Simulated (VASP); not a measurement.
# C (I4_1/amd) in VASP: single point with PBEsol

Aim: the single point of C with PBEsol.

Program: VASP 6.6.1. These are calculated values, not measurements. Logs are shortened: lines on timing, memory, paths and dates and some standing lists are left out, and cuts for length are marked.

### Step 1. The cell of the first run

Symmetry: I4_1/amd, No. 141, tetragonal system. The conventional cell has a = 2.532 Å, b = 2.532 Å, c = 3.547 Å, α = 90.00°, β = 90.00°, γ = 90.00°. Within 2.1 Å of C (site symmetry -4m2) lie 4 C at 1.55 Å.

### Step 2. Single point, PBEsol

INCAR

```
PREC = Accurate ; ENCUT = 520
EDIFF = 1E-6 ; ISMEAR = 0
SIGMA = 0.02 ; LREAL = False
LASPH = True ; NELM = 80
ALGO = Normal ; ISIF = 2
LWAVE = False ; LCHARG = False
GGA = PS ; NBANDS = 16
ISYM = 0
```

KPOINTS

```
regular mesh
0
Gamma
  8 8 15
```

POSCAR

```
C
1.0
    3.5809658789      0.0000000000      0.0000009172
    0.0000000000      3.5809658789      0.0000000000
   -1.7904824884      0.0000000000      1.7733809159
C
4
Direct
    0.0000000000      0.4999998545      0.0000000000
    0.5000000000     -0.0000001455      0.0000000000
    0.5000000000      0.2500001455      0.5000000000
    0.0000000000      0.7500001455      0.5000000000
```

Potentials or basis: VASP PAW PBE potentials, release 64 (C).

On the command line:

```console
$ cat potpaw_PBE.64/C/POTCAR > POTCAR
$ mpirun -np 1 vasp_std > vasp.out
```

OUTCAR:

```text
PREC = Accurate
   ENCUT = 520
   EDIFF = 1E-6
   ISMEAR = 0
   LREAL = False
   LASPH = True
   NELM = 80
   ISIF = 2
   GGA = PS
   ISYM = 0

 ion  position               nearest neighbor table
   1  0.000  0.500  0.000-   3 1.55   3 1.55   4 1.55   4 1.55
   2  0.500  1.000  0.000-   4 1.55   4 1.55   3 1.55   3 1.55
   3  0.500  0.250  0.500-   1 1.55   1 1.55   2 1.55   2 1.55
   4  0.000  0.750  0.500-   2 1.55   2 1.55   1 1.55   1 1.55

IMPORTANT INFORMATION: All symmetrisations will be switched off!
NOSYMM: (Re-)initialisation of all symmetry stuff for point group C_1.

----------------------------------------------------------------------------------------

                                     Primitive cell

  volume of cell :      22.7406

  direct lattice vectors                    reciprocal lattice vectors
     3.580965879  0.000000000  0.000000917     0.279254194  0.000000000  0.281947178
     0.000000000  3.580965879  0.000000000     0.000000000  0.279254267  0.000000000
    -1.790482488  0.000000000  1.773380916    -0.000000144  0.000000000  0.563894498

  length of vectors
     3.580965879  3.580965879  2.520060994     0.396833865  0.279254267  0.563894498

  position of ions in fractional coordinates (direct lattice)
     0.000000000  0.499999854  0.000000000
     0.500000000  0.999999854  1.000000000
     0.500000000  0.250000146  0.500000000
     0.000000000  0.750000146  0.500000000

  ion indices of the primitive-cell ions
   primitive index   ion index
                 1           1
                 2           2
                 3           3
                 4           4

----------------------------------------------------------------------------------------

 KPOINTS: regular mesh

Automatic generation of k-mesh.
 Grid dimensions read from file:
 generate k-points for:    8    8   15

 Generating k-lattice:

  Cartesian coordinates                     Fractional coordinates (reciprocal lattice)
     0.034906774  0.000000000  0.035243397     0.125000000  0.000000000  0.000000000
     0.000000000  0.034906783  0.000000000     0.000000000  0.125000000  0.000000000
    -0.000000010  0.000000000  0.037592967    -0.000000000  0.000000000  0.066666667

  Length of vectors
     0.049604233  0.034906783  0.037592967

  Shift w.r.t. Gamma in fractional coordinates (k-lattice)
     0.000000000  0.000000000  0.000000000

 -----------------------------------------------------------------------------
|                                                                             |
|           W    W    AA    RRRRR   N    N  II  N    N   GGGG   !!!           |
|           W    W   A  A   R    R  NN   N  II  NN   N  G    G  !!!           |
|           W    W  A    A  R    R  N N  N  II  N N  N  G       !!!           |
|           W WW W  AAAAAA  RRRRR   N  N N  II  N  N N  G  GGG   !            |
|           WW  WW  A    A  R   R   N   NN  II  N   NN  G    G                |
|           W    W  A    A  R    R  N    N  II  N    N   GGGG   !!!           |
|                                                                             |
|     Your reciprocal lattice and k-lattice belong to different lattice       |
|     classes:                                                                |
|                                                                             |
|        The reciprocal lattice is base centered orthorhombic,                |
|        whereas your k-lattice is simple monoclinic.                         |
|                                                                             |
|     Results are often still useful ...                                      |
|                                                                             |
 -----------------------------------------------------------------------------

 WARNING: IBZKPT: internal override: KBLOWUP is changed to .FALSE.
      ... skipping the blow-up phase ...

 Subroutine IBZKPT returns following result:
 ===========================================

 Found    482 irreducible k-points:

 Following reciprocal coordinates:
            Coordinates               Weight
  0.000000  0.000000  0.000000      1.000000
  0.125000  0.000000  0.000000      2.000000
  0.250000  0.000000  0.000000      2.000000
  0.375000  0.000000 -0.000000      2.000000
  0.500000  0.000000  0.000000      1.000000
  0.000000  0.125000  0.000000      2.000000
[... 16 lines left out ...]
  0.125000  0.375000  0.000000      2.000000
  0.250000  0.375000  0.000000      2.000000
 [... further k-points ...]
   k-points           NKPTS =    482   k-points in BZ     NKDIM =    482   number of bands    NBANDS=     16
   number of dos      NEDOS =    301   number of ions     NIONS =      4
   total plane-waves  NPLWV =  15680
   dimension x,y,z NGX =    28 NGY =   28 NGZ =   20
   dimension x,y,z NGXF=    56 NGYF=   56 NGZF=   40
   ions per type =               4
   NGX,Y,Z   is equivalent  to a cutoff of  13.00, 13.00, 13.19 a.u.
   NGXF,Y,Z  is equivalent  to a cutoff of  26.00, 26.00, 26.39 a.u.
 SYSTEM =  unknown system
   PREC   = accura    normal or accurate (medium, high low for compatibility)
   ISTART =      0    job   : 0-new  1-cont  2-samecut
   ICHARG =      2    charge: 1-file 2-atom 10-const
   ISPIN  =      1    spin polarized calculation?
   LNONCOLLINEAR =      F non collinear calculations
   LSORBIT =      F    spin-orbit coupling
   LASPH  =      T    aspherical Exc in radial PAW
   ENCUT  =  520.0 eV  38.22 Ry    6.18 a.u.   6.66  6.66  4.69*2*pi/ulx,y,z
   NELM   =     80;   NELMIN=  2; NELMDL= -5     # of ELM steps
   EDIFF  = 0.1E-05   stopping-criterion for ELM
   LREAL  =      F    real-space projection
   EDIFFG = 0.1E-04   stopping-criterion for IOM
   NSW    =      0    number of steps for IOM
   IBRION =     -1    ionic relax: 0-MD 1-quasi-New 2-CG
   NFREE  =      0    steps in history (QN), initial steepest desc. (CG)
   ISIF   =      2    stress and relaxation
   ISYM   =      0    0-nonsym 1-usesym 2-fastsym
   POTIM  = 0.5000    time-step for ionic-motion
   TEBEG  =    0.0;   TEEND  =   0.0 temperature during run
   PSTRESS=    0.0 pullay stress
   NELECT =      16.0000    total number of electrons
   NUPDOWN=      -1.0000    fix difference up-down
   EMIN   =  10.00;   EMAX   =-10.00  energy-range for DOS
   EFERMI =   0.00;   METHOD = LEGACY
   ISMEAR =     0;   SIGMA  =   0.02  broadening in eV -4-tet -1-fermi 0-gaus
   EFERMI_NEDOS =   21; number of points for ismear=-14 and -15
   IALGO  =     38    algorithm
   IMIX   =      4    mixing-type and parameters
     AMIX     =   0.40;   BMIX     =  1.00
     AMIX_MAG =   1.60;   BMIX_MAG =  1.00
  volume/ion in A,a.u.               =       5.69        38.37
  Fermi-wavevector in a.u.,A,eV,Ry     =   1.456065  2.751563 28.846041  2.120124
  Thomas-Fermi vector in A             =   2.573026
   LORBIT       =      0    0 simple, 1 ext, 2 COOP (PROOUT), +10 PAW based schemes
   GGA     = PS    functional components
   LHFCALC =     F    Hartree Fock is set to
   AEXX    =    0.0000 exact exchange contribution
   IVDW    =     0    specifies the selected vdW correction
   LEPSILON=     F    determine dielectric tensor
   LRPA    =     F    only Hartree local field effects (RPA)
 non-spin polarized calculation
 Gauss-broadening in eV      SIGMA  =   0.02
  energy-cutoff  :      520.00
  volume of cell :       22.74
 maximum number of plane-waves:       630
   NGX = 13   NGY = 13   NGZ =  9

 number of electron      15.9999999 magnetization

 Free energy of the ion-electron system (eV)
  ---------------------------------------------------
  ext. energy  EPLUGINS =         0.00000000
  ---------------------------------------------------
  free energy    TOTEN  =       -38.49239807 eV

  energy without entropy =      -38.49239807  energy(sigma->0) =      -38.49239807

 E-fermi :   9.9632     XC(G=0): -13.4215

 val. band max:        9.7711243834   @ k =   0.0000   0.0000   0.0000
 cond. band min:      13.5524646524   @ k =   0.0000   0.0000   0.4000
 fundamental gap:      3.7813402689
 Fermi energy:         9.9632127073

 k-point     1 :       0.0000    0.0000    0.0000
  band No.  band energies     occupation
      1     -11.8148      2.00000
      2      -3.1329      2.00000
      3      -3.1329      2.00000
      4       3.4004      2.00000
      5       3.4005      2.00000
      6       9.6280      2.00000
[... 8 lines left out ...]
     15      26.4069      0.00000
     16      26.4069      0.00000

 k-point     2 :       0.1250    0.0000    0.0000
  band No.  band energies     occupation
      1     -11.5251      2.00000
      2      -3.0356      2.00000
      3      -2.8730      2.00000
      4       2.0986      2.00000
      5       3.6416      2.00000
      6       8.2590      2.00000
[... 8 lines left out ...]
     15      25.7152      0.00000
     16      26.0535      0.00000

 k-point     3 :       0.2500    0.0000    0.0000
  band No.  band energies     occupation
      1     -10.6613      2.00000
      2      -3.2787      2.00000
      3      -2.0965      2.00000
      4       0.2722      2.00000
      5       4.3398      2.00000
      6       5.6847      2.00000
[... 8 lines left out ...]
     15      23.9664      0.00000
     16      25.2266      0.00000

 k-point     4 :       0.3750    0.0000   -0.0000
  band No.  band energies     occupation
      1      -9.2430      2.00000
      2      -5.0731      2.00000
      3      -0.8149      2.00000
      4       0.4774      2.00000
      5       3.1493      2.00000
      6       4.0376      2.00000
[... 8 lines left out ...]
     15      23.8764      0.00000
     16      24.2739      0.00000

 k-point     5 :       0.5000    0.0000    0.0000
  band No.  band energies     occupation
      1      -7.3226      2.00000
      2      -7.3226      2.00000
      3       0.9487      2.00000
      4       0.9487      2.00000
      5       1.9787      2.00000
      6       1.9787      2.00000
[... 8 lines left out ...]
     15      23.4850      0.00000
     16      23.4850      0.00000

 k-point     6 :       0.0000    0.1250    0.0000
  band No.  band energies     occupation
      1     -11.6712      2.00000
      2      -5.0527      2.00000
      3      -1.0762      2.00000
      4       3.5352      2.00000
      5       3.5457      2.00000
      6       9.0787      2.00000
[... 8 lines left out ...]
     15      25.8649      0.00000
     16      26.0221      0.00000
[... 267 lines left out ...]
 k-point    21 :      -0.1250    0.2500    0.0000
  band No.  band energies     occupation
      1     -10.9539      2.00000
      2      -6.5242      2.00000
      3       0.7572      2.00000
      4       3.0488      2.00000
      5       4.1830      2.00000
      6       5.9115      2.00000
[... 8 lines left out ...]
     15      23.9840      0.00000
     16      24.2842      0.00000

 k-point    22 :       0.0000    0.3750    0.0000
  band No.  band energies     occupation
      1     -10.5296      2.00000
      2      -8.2872      2.00000
      3       3.1445      2.00000
      4       4.6236      2.00000
      5       4.6579      2.00000
      6       6.6705      2.00000
[... 8 lines left out ...]
     15      22.9264      0.00000
     16      23.2104      0.00000

 k-point    23 :       0.1250    0.3750    0.0000
  band No.  band energies     occupation
      1     -10.2445      2.00000
      2      -8.0146      2.00000
      3       2.1592      2.00000
      4       4.4076      2.00000
      5       4.5845      2.00000
      6       4.8457      2.00000
[... 8 lines left out ...]
     15      22.4250      0.00000
     16      22.6566      0.00000

 k-point    24 :       0.2500    0.3750    0.0000
  band No.  band energies     occupation
      1      -9.3969      2.00000
      2      -7.2182      2.00000
      3      -0.3949      2.00000
      4       1.7164      2.00000
      5       4.7451      2.00000
      6       5.4120      2.00000
[... 8 lines left out ...]
     15      21.8998      0.00000
     16      24.0556      0.00000

 [... further k-points ...]

------------------------ aborting loop because EDIFF is reached ----------------------------------------

  FORCE on cell =-STRESS in cart. coord.  units (eV):
  Direction    XX          YY          ZZ          XY          YZ          ZX
  --------------------------------------------------------------------------------------
  -------------------------------------------------------------------------------------
  Total       -1.0902005     -1.0903554      0.1464343      0.0000000      0.0000001      0.0000025
  in kB      -76.8094109    -76.8203301     10.3169363      0.0000014      0.0000046      0.0001790
  external PRESSURE =     -47.7709349 kB  Pullay stress =       0.0000000 kB

 VOLUME and BASIS-vectors are now :
 -----------------------------------------------------------------------------
  energy-cutoff  :      520.00
  volume of cell :       22.74
      direct lattice vectors                 reciprocal lattice vectors
     3.580965879  0.000000000  0.000000917     0.279254194  0.000000000  0.281947178
     0.000000000  3.580965879  0.000000000     0.000000000  0.279254267  0.000000000
    -1.790482488  0.000000000  1.773380916    -0.000000144  0.000000000  0.563894498

 POSITION                                       TOTAL-FORCE (eV/Angst)
 -----------------------------------------------------------------------------------
      0.00000      1.79048      0.00000         0.000000      0.000040     -0.000000
      1.79048      3.58097      0.00000         0.000000      0.000040      0.000000
      0.89524      0.89524      0.88669        -0.000000     -0.000040     -0.000000
     -0.89524      2.68572      0.88669        -0.000000     -0.000040      0.000000
 -----------------------------------------------------------------------------------
    total drift:                                0.000000      0.000000     -0.000000

  FREE ENERGIE OF THE ION-ELECTRON SYSTEM (eV)
  ---------------------------------------------------
  free  energy   TOTEN  =       -38.4923980680 eV

  energy  without entropy=      -38.4923980680  energy(sigma->0) =      -38.49239807
```

It took 3.3 min on 1 thread of Intel Xeon 8259CL, shared host; peak memory 0.24 GiB.

Results:

| Item | Value |
| --- | --- |
| Free energy | -38.4924 eV |
| Pressure | -4.8 GPa |
| Band gap on the k mesh | 3.78 eV |

Levels at points of the mesh, in eV from the valence-band top:
| k point | band 4 | band 5 | band 6 | band 7 | band 8 | band 9 | band 10 | band 11 | band 12 | band 13 |
| --- | --- | --- | --- | --- | --- | --- | --- | --- | --- | --- |
| (0.00, 0.00, 0.00) | -6.37 | -6.37 | -0.14 | -0.14 | 0.00 | 4.58 | 4.58 | 5.36 | 5.48 | 5.48 |
| (0.50, 0.00, 0.00) | -8.82 | -7.79 | -7.79 | -3.07 | -3.07 | 7.80 | 7.80 | 9.83 | 9.83 | 12.12 |
| (0.00, 0.50, 0.00) | -4.65 | -4.23 | -4.23 | -4.18 | -4.18 | 4.31 | 4.31 | 10.00 | 10.00 | 11.29 |
| (0.50, 0.50, 0.00) | -13.53 | -2.99 | -2.99 | -2.81 | -2.81 | 8.24 | 8.24 | 8.25 | 8.25 | 8.78 |

Caveat: the cell stands under tension; the PAW data sets were made with another functional, which shifts forces and pressure a little; an odd mesh through Γ misses points on the zone boundary, where band edges can lie.
